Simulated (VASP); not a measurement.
Crystal: BeS.

```
Be S
1.0
     0.00000    2.38854    2.43431
     2.38854    0.00000    2.43431
     2.38854    2.38854    0.00000
Be S
1 1
Direct
  0.00000 0.00000 0.00000
  0.25000 0.25000 0.25000
```

This cell differs from its parent crystal: biaxial xy strain -1.9%.

Base run:

| Quantity | Value |
| --- | --- |
| Program | VASP 6.6.1 |
| Functional | PBE |
| Potentials or basis | VASP PAW PBE potentials, release 64 (Be, S) |
| Cutoff | 520 eV |
| k mesh | 6 × 6 × 6 |
| Occupations | gaussian, width 0.01 eV |
| Spin | no spin polarisation |

Its results: band gap on the k mesh 2.96 eV, indirect (least direct gap 5.61 eV); pressure 4.3 GPa.

The run is repeated on the same cell with these changes: functional from PBE to HSE06. What comes out?

Band gap on the k mesh 3.90 eV, indirect (least direct gap 6.81 eV); pressure 2.8 GPa.

HSE06 gives the wider gap, since exact exchange removes part of the self-interaction.

Caveats: the PAW data sets were made with another functional, which shifts forces and pressure a little (some runs).

A k mesh can miss the band edges.
